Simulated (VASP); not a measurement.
# Cu (Fm-3m) in VASP: further runs, part 2 of 2

VASP 6.6.1. The steps go on from the part before.

## 3. Single point, PBEsol

This run uses another cell than the first one, of 10.25 Å³/atom, 0.906 times its volume.

The input, INCAR:

```
SYSTEM = Cu
  PREC = Accurate
  ENCUT = 520
  EDIFF = 1E-7
  ISMEAR = 0
  SIGMA = 0.1
  LREAL = .FALSE.
  LASPH = .TRUE.
  NELM = 80
  ALGO = Fast
  ISIF = 2
  LWAVE = .FALSE.
  LCHARG = .TRUE.
  GGA = PS
  LELF = .TRUE.
  LVHAR = .TRUE.
  NBANDS = 12
```

The input, KPOINTS:

```
regular mesh
0
G
  10 10 10
  0 0 0
```

The input, POSCAR:

```
Cu
1.0
    0.0000000000      1.7241115103      1.7241115103
    1.7241115103      0.0000000000      1.7241115103
    1.7241115103      1.7241115103      0.0000000000
Cu
1
Direct
    0.0000000000      0.0000000000      0.0000000000
```

Potentials or basis: VASP PAW PBE potentials, release 64 (Cu).

Run with:

```console
$ cat potpaw_PBE.64/Cu/POTCAR > POTCAR
$ mpirun -np 1 vasp_std > vasp.out
```

OUTCAR:

```text
SYSTEM = Cu
   PREC = Accurate
   ENCUT = 520
   EDIFF = 1E-7
   ISMEAR = 0
   LREAL = .FALSE.
   LASPH = .TRUE.
   NELM = 80
   ISIF = 2
   GGA = PS

 ion  position               nearest neighbor table
   1  0.000  0.000  0.000-

  LATTYP: Found a face centered cubic cell.
 ALAT       =     3.4482230206

  Lattice vectors:

 A1 = (   0.0000000000,   1.7241115103,   1.7241115103)
 A2 = (   1.7241115103,   0.0000000000,   1.7241115103)
 A3 = (   1.7241115103,   1.7241115103,   0.0000000000)

Analysis of symmetry for initial positions (statically):
=====================================================================
 Subroutine PRICEL returns:
 Original cell was already a primitive cell.

 Routine SETGRP: Setting up the symmetry group for a
 face centered cubic supercell.

 Subroutine GETGRP returns: Found 48 space group operations
 (whereof 48 operations were pure point group operations)
 out of a pool of 48 trial point group operations.

The static configuration has the point symmetry O_h .

Analysis of symmetry for dynamics (positions and initial velocities):
=====================================================================
 Subroutine PRICEL returns:
 Original cell was already a primitive cell.

 Routine SETGRP: Setting up the symmetry group for a
 face centered cubic supercell.

 Subroutine GETGRP returns: Found 48 space group operations
 (whereof 48 operations were pure point group operations)
 out of a pool of 48 trial point group operations.

The dynamic configuration has the point symmetry O_h .

 Subroutine INISYM returns: Found 48 space group operations
 (whereof 48 operations are pure point group operations),
 and found     1 'primitive' translations

----------------------------------------------------------------------------------------

                                     Primitive cell

  volume of cell :      10.2501

  direct lattice vectors                    reciprocal lattice vectors
     0.000000000  1.724111510  1.724111510    -0.290004444  0.290004444  0.290004444
     1.724111510  0.000000000  1.724111510     0.290004444 -0.290004444  0.290004444
     1.724111510  1.724111510  0.000000000     0.290004444  0.290004444 -0.290004444

  length of vectors
     2.438261881  2.438261881  2.438261881     0.502302431  0.502302431  0.502302431

  position of ions in fractional coordinates (direct lattice)
     0.000000000  0.000000000  0.000000000

  ion indices of the primitive-cell ions
   primitive index   ion index
                 1           1

----------------------------------------------------------------------------------------

 KPOINTS: regular mesh

Automatic generation of k-mesh.
 Grid dimensions read from file:
 generate k-points for:   10   10   10

 Generating k-lattice:

  Cartesian coordinates                     Fractional coordinates (reciprocal lattice)
    -0.029000444  0.029000444  0.029000444     0.100000000  0.000000000  0.000000000
     0.029000444 -0.029000444  0.029000444     0.000000000  0.100000000  0.000000000
     0.029000444  0.029000444 -0.029000444     0.000000000  0.000000000  0.100000000

  Length of vectors
     0.050230243  0.050230243  0.050230243

  Shift w.r.t. Gamma in fractional coordinates (k-lattice)
     0.000000000  0.000000000  0.000000000

 Subroutine IBZKPT returns following result:
 ===========================================

 Found     47 irreducible k-points:

 Following reciprocal coordinates:
            Coordinates               Weight
  0.000000  0.000000  0.000000      1.000000
  0.100000  0.000000  0.000000      8.000000
  0.200000  0.000000  0.000000      8.000000
  0.300000  0.000000  0.000000      8.000000
  0.400000  0.000000  0.000000      8.000000
  0.500000  0.000000  0.000000      4.000000
[... 16 lines left out ...]
  0.300000  0.300000  0.000000      6.000000
  0.400000  0.300000  0.000000     24.000000
 [... further k-points ...]
   k-points           NKPTS =     47   k-points in BZ     NKDIM =     47   number of bands    NBANDS=     12
   number of dos      NEDOS =    301   number of ions     NIONS =      1
   total plane-waves  NPLWV =   5832
   dimension x,y,z NGX =    18 NGY =   18 NGZ =   18
   dimension x,y,z NGXF=    36 NGYF=   36 NGZF=   36
   ions per type =               1
   NGX,Y,Z   is equivalent  to a cutoff of  12.27, 12.27, 12.27 a.u.
   NGXF,Y,Z  is equivalent  to a cutoff of  24.55, 24.55, 24.55 a.u.
 SYSTEM =  Cu
   PREC   = accura    normal or accurate (medium, high low for compatibility)
   ISTART =      0    job   : 0-new  1-cont  2-samecut
   ICHARG =      2    charge: 1-file 2-atom 10-const
   ISPIN  =      1    spin polarized calculation?
   LNONCOLLINEAR =      F non collinear calculations
   LSORBIT =      F    spin-orbit coupling
   LASPH  =      T    aspherical Exc in radial PAW
   ENCUT  =  520.0 eV  38.22 Ry    6.18 a.u.   4.53  4.53  4.53*2*pi/ulx,y,z
   NELM   =     80;   NELMIN=  2; NELMDL= -5     # of ELM steps
   EDIFF  = 0.1E-06   stopping-criterion for ELM
   LREAL  =      F    real-space projection
   EDIFFG = 0.1E-05   stopping-criterion for IOM
   NSW    =      0    number of steps for IOM
   IBRION =     -1    ionic relax: 0-MD 1-quasi-New 2-CG
   NFREE  =      0    steps in history (QN), initial steepest desc. (CG)
   ISIF   =      2    stress and relaxation
   ISYM   =      2    0-nonsym 1-usesym 2-fastsym
   POTIM  = 0.5000    time-step for ionic-motion
   TEBEG  =    0.0;   TEEND  =   0.0 temperature during run
   PSTRESS=    0.0 pullay stress
   NELECT =      11.0000    total number of electrons
   NUPDOWN=      -1.0000    fix difference up-down
   EMIN   =  10.00;   EMAX   =-10.00  energy-range for DOS
   EFERMI =   0.00;   METHOD = LEGACY
   ISMEAR =     0;   SIGMA  =   0.10  broadening in eV -4-tet -1-fermi 0-gaus
   EFERMI_NEDOS =   21; number of points for ismear=-14 and -15
   IALGO  =     68    algorithm
   IMIX   =      4    mixing-type and parameters
     AMIX     =   0.40;   BMIX     =  1.00
     AMIX_MAG =   1.60;   BMIX_MAG =  1.00
  volume/ion in A,a.u.               =      10.25        69.17
  Fermi-wavevector in a.u.,A,eV,Ry     =   1.676089  3.167349 38.222492  2.809274
  Thomas-Fermi vector in A             =   2.760593
   LORBIT       =      0    0 simple, 1 ext, 2 COOP (PROOUT), +10 PAW based schemes
   GGA     = PS    functional components
   LHFCALC =     F    Hartree Fock is set to
   AEXX    =    0.0000 exact exchange contribution
   IVDW    =     0    specifies the selected vdW correction
   LEPSILON=     F    determine dielectric tensor
   LRPA    =     F    only Hartree local field effects (RPA)
 non-spin polarized calculation
 RMM-DIIS sequential band-by-band and
 Gauss-broadening in eV      SIGMA  =   0.10
  energy-cutoff  :      520.00
  volume of cell :       10.25
 maximum number of plane-waves:       291
   NGX =  9   NGY =  9   NGZ =  9

 number of electron      10.9999998 magnetization

 Free energy of the ion-electron system (eV)
  ---------------------------------------------------
  ext. energy  EPLUGINS =         0.00000000
  ---------------------------------------------------
  free energy    TOTEN  =        -4.22569501 eV

  energy without entropy =       -4.22234422  energy(sigma->0) =       -4.22401961

 E-fermi :   9.1704     XC(G=0): -13.7589

 val. band max:        9.1294275829   @ k =  -0.2000   0.3000   0.1000
 cond. band min:       9.4614920941   @ k =   0.5000   0.3000   0.1000
 fundamental gap:      0.3320645112
 Fermi energy:         9.1704381217

 k-point     1 :       0.0000    0.0000    0.0000
  band No.  band energies     occupation
      1      -1.2396      2.00000
      2       5.7738      2.00000
      3       5.7738      2.00000
      4       5.7738      2.00000
      5       6.8098      2.00000
      6       6.8098      2.00000
      7      32.9887      0.00000
      8      36.7378      0.00000
      9      36.7378      0.00000
     10      36.7378      0.00000
     11      39.4201      0.00000
     12      39.4201      0.00000
[... 331 lines left out ...]
 k-point    24 :       0.4000    0.3000    0.0000
  band No.  band energies     occupation
      1       3.4188      2.00000
      2       4.4366      2.00000
      3       6.4060      2.00000
      4       6.9707      2.00000
      5       7.4748      2.00000
      6       8.1259      2.00000
      7      22.4964      0.00000
      8      23.5483      0.00000
      9      25.5692      0.00000
     10      29.9775      0.00000
     11      34.5005      0.00000
     12      49.8643      0.00000

 [... further k-points ...]

------------------------ aborting loop because EDIFF is reached ----------------------------------------

  FORCE on cell =-STRESS in cart. coord.  units (eV):
  Direction    XX          YY          ZZ          XY          YZ          ZX
  --------------------------------------------------------------------------------------
  -------------------------------------------------------------------------------------
  Total        1.3952836      1.3952836      1.3952836      0.0000000     -0.0000000      0.0000000
  in kB      218.0956600    218.0956600    218.0956600      0.0000000     -0.0000000      0.0000000
  external PRESSURE =     218.0956600 kB  Pullay stress =       0.0000000 kB

 VOLUME and BASIS-vectors are now :
 -----------------------------------------------------------------------------
  energy-cutoff  :      520.00
  volume of cell :       10.25
      direct lattice vectors                 reciprocal lattice vectors
     0.000000000  1.724111510  1.724111510    -0.290004444  0.290004444  0.290004444
     1.724111510  0.000000000  1.724111510     0.290004444 -0.290004444  0.290004444
     1.724111510  1.724111510  0.000000000     0.290004444  0.290004444 -0.290004444

 POSITION                                       TOTAL-FORCE (eV/Angst)
 -----------------------------------------------------------------------------------
      0.00000      0.00000      0.00000         0.000000     -0.000000      0.000000
 -----------------------------------------------------------------------------------
    total drift:                                0.000000     -0.000000     -0.000000

  FREE ENERGIE OF THE ION-ELECTRON SYSTEM (eV)
  ---------------------------------------------------
  free  energy   TOTEN  =        -4.2256950081 eV

  energy  without entropy=       -4.2223442182  energy(sigma->0) =       -4.22401961
```

It took 5 s on 1 thread of Intel Xeon Platinum 8488C (Sapphire Rapids), shared host; peak memory 0.11 GiB.

Results:

| Property | Result |
| --- | --- |
| Free energy | -4.2257 eV |
| Pressure | 21.8 GPa |

Caveat: the PAW data sets were made with another functional, which shifts forces and pressure a little.

## 4. Relaxation of cell and atoms, PBEsol, target pressure 21.1 GPa, at which the enthalpy is minimised

This run uses another cell than the first one, of 10.25 Å³/atom, 0.906 times its volume.

The input, INCAR:

```
ALGO = Normal ; EDIFF = 1E-7
EDIFFG = -0.05 ; ENCUT = 600
GGA = PS ; IBRION = 2
ISIF = 3 ; ISMEAR = 0
LASPH = True ; LCHARG = False
LREAL = False ; LWAVE = False
NELM = 60 ; NSW = 80
PREC = Accurate ; PSTRESS = 211.0
SIGMA = 0.1
```

The input, KPOINTS:

```
k-points
0
Gamma
  10 10 10
```

POSCAR is that of step 3.

Run with:

```console
$ cat potpaw_PBE.64/Cu/POTCAR > POTCAR
$ mpirun -np 1 vasp_std > vasp.out
```

Run time: 7.8 s. Hardware: 1 thread of Intel Xeon Platinum 8488C (Sapphire Rapids), shared host; peak memory 0.13 GiB.

Results (log left out):

| Item | Value |
| --- | --- |
| Free energy | -4.2302 eV |
| Relaxed volume | 10.28 Å³/atom |
| Relaxed cell | a = 2.441 Å, b = 2.441 Å, c = 2.441 Å, α = 60.00°, β = 60.00°, γ = 60.00° |
| Space group after relaxing (to 0.05 Å) | Fm-3m (No. 225) |
| Energy change on relaxing (the enthalpy is what falls) | -4.4 meV/atom |
| Ionic steps | 3 |
| Pressure after relaxing | 21.1 GPa |

The path:
```csv
step,energy change (eV),largest force (eV/Å),pressure (GPa),volume (Å³)
1,0.0000,0.0000,21.94,10.25
2,-0.0105,0.0000,19.89,10.33
3,-0.0044,0.0000,21.12,10.28
```

Final structure:
```cif
data_structure
_symmetry_space_group_name_H-M 'P 1'
_symmetry_Int_Tables_number 1
_cell_length_a 2.4408
_cell_length_b 2.4408
_cell_length_c 2.4408
_cell_angle_alpha 60.000
_cell_angle_beta 60.000
_cell_angle_gamma 60.000
_cell_volume 10.28
loop_
_atom_site_label
_atom_site_type_symbol
_atom_site_fract_x
_atom_site_fract_y
_atom_site_fract_z
_atom_site_occupancy
Cu1 Cu 0.00000 0.00000 0.00000 1
```

Levels at points of the mesh, in eV from the Fermi level:
| k point | band 2 | band 3 | band 4 | band 5 | band 6 | band 7 | band 8 | band 9 |
| --- | --- | --- | --- | --- | --- | --- | --- | --- |
| (0.00, 0.00, 0.00) | -3.38 | -3.38 | -3.38 | -2.35 | -2.35 | 23.79 | 27.52 | 27.52 |
| (0.50, 0.00, 0.00) | -3.43 | -3.43 | -1.65 | -1.65 | -1.35 | 4.60 | 22.23 | 24.37 |
| (0.50, 0.50, 0.00) | -5.12 | -1.67 | -1.48 | -1.48 | 1.47 | 8.23 | 14.26 | 14.26 |

Caveat: the cell is relaxed towards a set pressure, so the enthalpy falls and the energy may rise; the PAW data sets were made with another functional, which shifts forces and pressure a little. Zero-point motion and thermal expansion aren't in these numbers.

## 5. The runs side by side

| task | cell | k mesh | cutoff (eV) | gap on the mesh (eV) | pressure (GPa) |
| --- | --- | --- | --- | --- | --- |
| single point | a = 2.520 Å, angles 60.0°, 1 atom | 20 × 20 × 20 | 520 | none | 0.7 |
| single point | a = 2.438 Å, angles 60.0°, 1 atom | 10 × 10 × 10 | 520 | none | 21.8 |
| relaxation of cell and atoms | relaxed to 21.1 GPa from a = 2.438 Å, angles 60.0°, 1 atom | 10 × 10 × 10 | 600 | none | 21.1 |

Alike in all rows: level PBEsol; potentials or basis VASP PAW PBE potentials, release 64 (Cu); no spin polarisation; smearing gaussian 0.1 eV.

Caveats: the PAW data sets were made with another functional, which shifts forces and pressure a little; the cell is relaxed towards a set pressure, so the enthalpy falls and the energy may rise (some runs).

Total energies depend on the potentials used, so only differences within one code and one set of settings carry meaning.
